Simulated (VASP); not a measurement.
CoO:

```xyz
2
Lattice="0.0000 2.1315 2.1315 2.1315 0.0000 2.1315 2.1315 2.1315 0.0000" Properties=species:S:1:pos:R:3 pbc="T T T"
Co    0.0000    0.0000    0.0000
O     2.1315    2.1315    2.1315
```

- Program: VASP 6.6.1
- Task: relaxation of cell and atoms
- Functional: BLYP
- Potentials or basis: VASP PAW PBE potentials, release 64 (Co, O)
- Cutoff: 600 eV
- k mesh: 11 × 11 × 11
- Occupations: fermi-dirac, width 0.05 eV
- Spin: collinear spin, ferromagnetic start
- Starting moments: [2.0, 0.0] μB

At the start: pressure 4.1 GPa; volume 9.68 Å³/atom.

Where does the relaxation end?

Over 3 steps the energy falls by 3.2 meV/atom and the volume is 9.94 Å³/atom (+2.6 %); space group Fm-3m (No. 225, to 0.05 Å); moment 2.85 μB per cell.

Step by step:
| step | energy change (eV) | largest force (eV/Å) | pressure (GPa) | volume (Å³) |
| --- | --- | --- | --- | --- |
| 1 | 0.0000 | 0.0000 | 4.12 | 19.37 |
| 2 | -0.0054 | 0.0000 | -1.58 | 20.07 |
| 3 | -0.0064 | 0.0000 | -0.03 | 19.87 |

Final structure:
```cif
data_structure
_symmetry_space_group_name_H-M 'P 1'
_symmetry_Int_Tables_number 1
_cell_length_a 3.0403
_cell_length_b 3.0403
_cell_length_c 3.0403
_cell_angle_alpha 60.000
_cell_angle_beta 60.000
_cell_angle_gamma 60.000
_cell_volume 19.87
loop_
_atom_site_label
_atom_site_type_symbol
_atom_site_fract_x
_atom_site_fract_y
_atom_site_fract_z
_atom_site_occupancy
Co1 Co 0.00000 0.00000 0.00000 1
O1 O 0.50000 0.50000 0.50000 1
```

Caveat: the PAW data sets were made with another functional, which shifts forces and pressure a little; a cell with one magnetic atom can't hold antiferromagnetic order, which such compounds often take.
